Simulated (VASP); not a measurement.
# BaTiO3 (R3m) in VASP: further runs

BaTiO3 is run at these levels: PBEsol, PBE, r2SCAN; tasks: single point.

All numbers are computed with VASP 6.6.1; they aren't measurements. Logs are shortened: lines on timing, memory, paths and dates and some standing lists are left out, and cuts for length are marked.

**1. The cell of the first run**

Symmetry: R3m, No. 160, trigonal system. Conventional cell: a = 5.635 Å, b = 5.635 Å, c = 6.925 Å, α = 90.00°, β = 90.00°, γ = 120.00°. Within 3.6 Å of Ba (site symmetry 3m) lie 12 O at 2.76 to 2.89 Å and 8 Ti at 3.39 to 3.54 Å. Ti (site symmetry 3m) has 6 O at 1.88 to 2.12 Å within 2.5 Å. O (site symmetry m) has 2 Ti at 1.88 to 2.12 Å within 2.5 Å.

**2. Single point, PBEsol**

INCAR

```
SYSTEM = BaTiO3
ALGO = Normal
EDIFF = 1E-6
ENCUT = 520
GGA = PS
ISIF = 2
ISMEAR = -1
LASPH = .True.
LCHARG = .False.
LREAL = .False.
LWAVE = .False.
NBANDS = 28
NELM = 60
PREC = Accurate
SIGMA = 0.02
```

KPOINTS

```
k-points
0
Gamma
  6 6 6
  0 0 0
```

POSCAR

```
BaTiO3
1.0
    2.8173156190      1.6265779310      2.3084175361
   -2.8173156190      1.6265779310      2.3084175361
    0.0000000000     -3.2531558621      2.3084175361
Ba Ti O
1 1 3
Direct
   -0.0023668228     -0.0023668228     -0.0023668228
    0.4865767779      0.4865767779      0.4865767779
    0.5095685533      0.5095685533      0.0158529384
    0.0158529384      0.5095685533      0.5095685533
    0.5095685533      0.0158529384      0.5095685533
```

Potentials or basis: VASP PAW PBE potentials, release 64 (Ba_sv, Ti_sv, O).

Command:

```bash
$ cat potpaw_PBE.64/Ba_sv/POTCAR potpaw_PBE.64/Ti_sv/POTCAR potpaw_PBE.64/O/POTCAR > POTCAR
$ mpirun -np 1 vasp_std > vasp.out
```

OUTCAR:

```text
SYSTEM = BaTiO3
   EDIFF = 1E-6
   ENCUT = 520
   GGA = PS
   ISIF = 2
   ISMEAR = -1
   LASPH = .True.
   LREAL = .False.
   NELM = 60
   PREC = Accurate

 ion  position               nearest neighbor table
   1  0.998  0.998  0.998-   3 2.76   4 2.76   5 2.76   3 2.82   3 2.82   4 2.82   5 2.82   5 2.82
                             4 2.82   3 2.89   4 2.89   5 2.89   2 3.39   2 3.43   2 3.43   2 3.43
   2  0.487  0.487  0.487-   4 1.88   5 1.88   3 1.88   5 2.12   4 2.12   3 2.12   1 3.39   1 3.43
                             1 3.43   1 3.43   1 3.48   1 3.48   1 3.48   1 3.54
   3  0.510  0.510  0.016-   2 1.88   2 2.12   1 2.76   1 2.82   1 2.82   1 2.89
   4  0.016  0.510  0.510-   2 1.88   2 2.12   1 2.76   1 2.82   1 2.82   1 2.89
   5  0.510  0.016  0.510-   2 1.88   2 2.12   1 2.76   1 2.82   1 2.82   1 2.89

  LATTYP: Found a trigonal (rhomboedric) cell.
 ALAT       =     3.9889615922
 COS(alpha) =     0.0023429125

  Lattice vectors:

 A1 = (   2.8173156190,   1.6265779310,   2.3084175361)
 A2 = (  -2.8173156190,   1.6265779310,   2.3084175361)
 A3 = (   0.0000000000,  -3.2531558621,   2.3084175361)

Analysis of symmetry for initial positions (statically):
=====================================================================
 Subroutine PRICEL returns:
 Original cell was already a primitive cell.

 Routine SETGRP: Setting up the symmetry group for a
 trigonal (rhombohedral) supercell.

 Subroutine GETGRP returns: Found  6 space group operations
 (whereof  6 operations were pure point group operations)
 out of a pool of 12 trial point group operations.

The static configuration has the point symmetry C_3v.

Analysis of symmetry for dynamics (positions and initial velocities):
=====================================================================
 Subroutine PRICEL returns:
 Original cell was already a primitive cell.

 Routine SETGRP: Setting up the symmetry group for a
 trigonal (rhombohedral) supercell.

 Subroutine GETGRP returns: Found  6 space group operations
 (whereof  6 operations were pure point group operations)
 out of a pool of 12 trial point group operations.

The dynamic configuration has the point symmetry C_3v.

 Subroutine INISYM returns: Found  6 space group operations
 (whereof  6 operations are pure point group operations),
 and found     1 'primitive' translations

----------------------------------------------------------------------------------------

                                     Primitive cell

  volume of cell :      63.4711

  direct lattice vectors                    reciprocal lattice vectors
     2.817315619  1.626577931  2.308417536     0.177473903  0.102464606  0.144399065
    -2.817315619  1.626577931  2.308417536    -0.177473903  0.102464606  0.144399065
     0.000000000 -3.253155862  2.308417536     0.000000000 -0.204929212  0.144399065

  length of vectors
     3.988961592  3.988961592  3.988961592     0.250693183  0.250693183  0.250693183

  position of ions in fractional coordinates (direct lattice)
     0.997633177  0.997633177  0.997633177
     0.486576778  0.486576778  0.486576778
     0.509568553  0.509568553  0.015852938
     0.015852938  0.509568553  0.509568553
     0.509568553  0.015852938  0.509568553

  ion indices of the primitive-cell ions
   primitive index   ion index
                 1           1
                 2           2
                 3           3
                 4           4
                 5           5

----------------------------------------------------------------------------------------

 KPOINTS: k-points

Automatic generation of k-mesh.
 Grid dimensions read from file:
 generate k-points for:    6    6    6

 Generating k-lattice:

  Cartesian coordinates                     Fractional coordinates (reciprocal lattice)
     0.029578984  0.017077434  0.024066511     0.166666667  0.000000000  0.000000000
    -0.029578984  0.017077434  0.024066511     0.000000000  0.166666667  0.000000000
     0.000000000 -0.034154869  0.024066511     0.000000000  0.000000000  0.166666667

  Length of vectors
     0.041782197  0.041782197  0.041782197

  Shift w.r.t. Gamma in fractional coordinates (k-lattice)
     0.000000000  0.000000000  0.000000000

 Subroutine IBZKPT returns following result:
 ===========================================

 Found     32 irreducible k-points:

 Following reciprocal coordinates:
            Coordinates               Weight
  0.000000  0.000000  0.000000      1.000000
  0.166667 -0.000000 -0.000000      6.000000
  0.333333 -0.000000 -0.000000      6.000000
  0.500000 -0.000000  0.000000      3.000000
  0.166667  0.166667 -0.000000      6.000000
  0.333333  0.166667  0.000000     12.000000
[... 16 lines left out ...]
  0.500000  0.500000  0.166667      6.000000
 -0.333333  0.500000  0.166667     12.000000
 [... further k-points ...]
   k-points           NKPTS =     32   k-points in BZ     NKDIM =     32   number of bands    NBANDS=     28
   number of dos      NEDOS =    301   number of ions     NIONS =      5
   total plane-waves  NPLWV =  27000
   dimension x,y,z NGX =    30 NGY =   30 NGZ =   30
   dimension x,y,z NGXF=    60 NGYF=   60 NGZF=   60
   ions per type =               1   1   3
   NGX,Y,Z   is equivalent  to a cutoff of  12.50, 12.50, 12.50 a.u.
   NGXF,Y,Z  is equivalent  to a cutoff of  25.01, 25.01, 25.01 a.u.
 SYSTEM =  BaTiO3
   PREC   = accura    normal or accurate (medium, high low for compatibility)
   ISTART =      0    job   : 0-new  1-cont  2-samecut
   ICHARG =      2    charge: 1-file 2-atom 10-const
   ISPIN  =      1    spin polarized calculation?
   LNONCOLLINEAR =      F non collinear calculations
   LSORBIT =      F    spin-orbit coupling
   LASPH  =      T    aspherical Exc in radial PAW
   ENCUT  =  520.0 eV  38.22 Ry    6.18 a.u.   7.42  7.42  7.42*2*pi/ulx,y,z
   NELM   =     60;   NELMIN=  2; NELMDL= -5     # of ELM steps
   EDIFF  = 0.1E-05   stopping-criterion for ELM
   LREAL  =      F    real-space projection
   EDIFFG = 0.1E-04   stopping-criterion for IOM
   NSW    =      0    number of steps for IOM
   IBRION =     -1    ionic relax: 0-MD 1-quasi-New 2-CG
   NFREE  =      0    steps in history (QN), initial steepest desc. (CG)
   ISIF   =      2    stress and relaxation
   ISYM   =      2    0-nonsym 1-usesym 2-fastsym
   POTIM  = 0.5000    time-step for ionic-motion
   TEBEG  =    0.0;   TEEND  =   0.0 temperature during run
   PSTRESS=    0.0 pullay stress
   NELECT =      40.0000    total number of electrons
   NUPDOWN=      -1.0000    fix difference up-down
   EMIN   =  10.00;   EMAX   =-10.00  energy-range for DOS
   EFERMI =   0.00;   METHOD = LEGACY
   ISMEAR =    -1;   SIGMA  =   0.02  broadening in eV -4-tet -1-fermi 0-gaus
   EFERMI_NEDOS =   21; number of points for ismear=-14 and -15
   IALGO  =     38    algorithm
   IMIX   =      4    mixing-type and parameters
     AMIX     =   0.40;   BMIX     =  1.00
     AMIX_MAG =   1.60;   BMIX_MAG =  1.00
  volume/ion in A,a.u.               =      12.69        85.66
  Fermi-wavevector in a.u.,A,eV,Ry     =   1.403577  2.652375 26.803854  1.970028
  Thomas-Fermi vector in A             =   2.526225
   LORBIT       =      0    0 simple, 1 ext, 2 COOP (PROOUT), +10 PAW based schemes
   GGA     = PS    functional components
   LHFCALC =     F    Hartree Fock is set to
   AEXX    =    0.0000 exact exchange contribution
   IVDW    =     0    specifies the selected vdW correction
   LEPSILON=     F    determine dielectric tensor
   LRPA    =     F    only Hartree local field effects (RPA)
 non-spin polarized calculation
  energy-cutoff  :      520.00
  volume of cell :       63.47
 maximum number of plane-waves:      1743
 NGX is ok and might be reduce to    30
   NGX = 15   NGY = 15   NGZ = 15

 number of electron      39.9999998 magnetization

 Free energy of the ion-electron system (eV)
  ---------------------------------------------------
  ext. energy  EPLUGINS =         0.00000000
  ---------------------------------------------------
  free energy    TOTEN  =       -42.00338100 eV

  energy without entropy =      -42.00338100  energy(sigma->0) =      -42.00338100

 E-fermi :   4.1351     XC(G=0): -11.5575

 val. band max:        3.7211764443   @ k =   0.5000   0.5000   0.5000
 cond. band min:       5.9817117932   @ k =   0.0000   0.0000   0.0000
 fundamental gap:      2.2605353489
 Fermi energy:         4.1350826915

 k-point     1 :       0.0000    0.0000    0.0000
  band No.  band energies     occupation
      1     -52.3236      2.00000
      2     -28.6923      2.00000
      3     -28.6923      2.00000
      4     -28.6864      2.00000
      5     -20.9998      2.00000
      6     -13.0641      2.00000
[... 20 lines left out ...]
     27       8.6766      0.00000
     28      11.0100      0.00000

 k-point     2 :       0.1667   -0.0000   -0.0000
  band No.  band energies     occupation
      1     -52.3233      2.00000
      2     -28.7053      2.00000
      3     -28.6917      2.00000
      4     -28.6873      2.00000
      5     -20.9680      2.00000
      6     -13.0911      2.00000
[... 20 lines left out ...]
     27       9.2198      0.00000
     28      11.6753      0.00000

 k-point     3 :       0.3333   -0.0000   -0.0000
  band No.  band energies     occupation
      1     -52.3227      2.00000
      2     -28.7339      2.00000
      3     -28.6906      2.00000
      4     -28.6865      2.00000
      5     -20.9030      2.00000
      6     -13.2317      2.00000
[... 20 lines left out ...]
     27      10.4952      0.00000
     28      12.0496      0.00000

 k-point     4 :       0.5000   -0.0000    0.0000
  band No.  band energies     occupation
      1     -52.3224      2.00000
      2     -28.7481      2.00000
      3     -28.6900      2.00000
      4     -28.6859      2.00000
      5     -20.8697      2.00000
      6     -13.3235      2.00000
[... 20 lines left out ...]
     27      11.2944      0.00000
     28      11.9588      0.00000

 k-point     5 :       0.1667    0.1667   -0.0000
  band No.  band energies     occupation
      1     -52.3230      2.00000
      2     -28.7058      2.00000
      3     -28.7032      2.00000
      4     -28.6886      2.00000
      5     -20.9393      2.00000
      6     -13.0706      2.00000
[... 20 lines left out ...]
     27       9.7520      0.00000
     28      11.9224      0.00000

 k-point     6 :       0.3333    0.1667    0.0000
  band No.  band energies     occupation
      1     -52.3224      2.00000
      2     -28.7330      2.00000
      3     -28.7030      2.00000
      4     -28.6877      2.00000
      5     -20.8801      2.00000
      6     -13.1289      2.00000
[... 463 lines left out ...]
      5     -20.8131      2.00000
      6     -12.8318      2.00000
[... 20 lines left out ...]
     27      11.9058      0.00000
     28      12.1889      0.00000

 k-point    22 :      -0.1667    0.3333    0.1667
  band No.  band energies     occupation
      1     -52.3221      2.00000
      2     -28.7322      2.00000
      3     -28.7047      2.00000
      4     -28.6994      2.00000
      5     -20.8578      2.00000
      6     -13.0222      2.00000
[... 20 lines left out ...]
     27      11.1924      0.00000
     28      12.2183      0.00000

 k-point    23 :       0.5000    0.5000    0.1667
  band No.  band energies     occupation
      1     -52.3210      2.00000
      2     -28.7453      2.00000
      3     -28.7414      2.00000
      4     -28.6995      2.00000
      5     -20.7704      2.00000
      6     -12.5782      2.00000
[... 20 lines left out ...]
     27      12.2736      0.00000
     28      12.6181      0.00000

 k-point    24 :      -0.3333    0.5000    0.1667
  band No.  band energies     occupation
      1     -52.3213      2.00000
      2     -28.7445      2.00000
      3     -28.7294      2.00000
      4     -28.7000      2.00000
      5     -20.7905      2.00000
      6     -12.7648      2.00000
[... 20 lines left out ...]
     27      11.9033      0.00000
     28      12.3910      0.00000

 [... further k-points ...]

------------------------ aborting loop because EDIFF is reached ----------------------------------------

  FORCE on cell =-STRESS in cart. coord.  units (eV):
  Direction    XX          YY          ZZ          XY          YZ          ZX
  --------------------------------------------------------------------------------------
  -------------------------------------------------------------------------------------
  Total        0.7669468      0.7669468      0.7489815      0.0000000     -0.0000000     -0.0000000
  in kB       19.3597548     19.3597548     18.9062619      0.0000000     -0.0000000     -0.0000000
  external PRESSURE =      19.2085905 kB  Pullay stress =       0.0000000 kB

 VOLUME and BASIS-vectors are now :
 -----------------------------------------------------------------------------
  energy-cutoff  :      520.00
  volume of cell :       63.47
      direct lattice vectors                 reciprocal lattice vectors
     2.817315619  1.626577931  2.308417536     0.177473903  0.102464606  0.144399065
    -2.817315619  1.626577931  2.308417536    -0.177473903  0.102464606  0.144399065
     0.000000000 -3.253155862  2.308417536     0.000000000 -0.204929212  0.144399065

 POSITION                                       TOTAL-FORCE (eV/Angst)
 -----------------------------------------------------------------------------------
      0.00000     -0.00000      6.90886         0.000000     -0.000000      0.037921
      0.00000     -0.00000      3.36967         0.000000     -0.000000      0.057100
      0.00000      1.60613      2.38919         0.000000      0.020148     -0.031674
     -1.39095     -0.80307      2.38919        -0.017449     -0.010074     -0.031674
      1.39095     -0.80307      2.38919         0.017449     -0.010074     -0.031674
 -----------------------------------------------------------------------------------
    total drift:                                0.000000     -0.000000     -0.000092

  FREE ENERGIE OF THE ION-ELECTRON SYSTEM (eV)
  ---------------------------------------------------
  free  energy   TOTEN  =       -42.0033810015 eV

  energy  without entropy=      -42.0033810015  energy(sigma->0) =      -42.00338100
```

Wall time 2.9 min (1 thread of Intel Xeon 8259CL, shared host); peak memory 0.21 GiB.

What came out:

```yaml
Free_energy: -42.0034 eV
Pressure: 1.9 GPa
Largest_force: 0.057 eV/Å
Band_gap_on_the_k_mesh: 2.26 eV (least direct gap 2.61 eV)
```

Forces on the atoms (eV/Å):
```
Ba   0.000  0.000  0.038
Ti   0.000  0.000  0.057
O    0.000  0.020 -0.032
O   -0.017 -0.010 -0.032
O    0.017 -0.010 -0.032
```

Caveat: the PAW data sets were made with another functional, which shifts forces and pressure a little; spin-orbit coupling is left out, which moves the levels of the heavy elements.

(Part 1 of 2 ends here.)
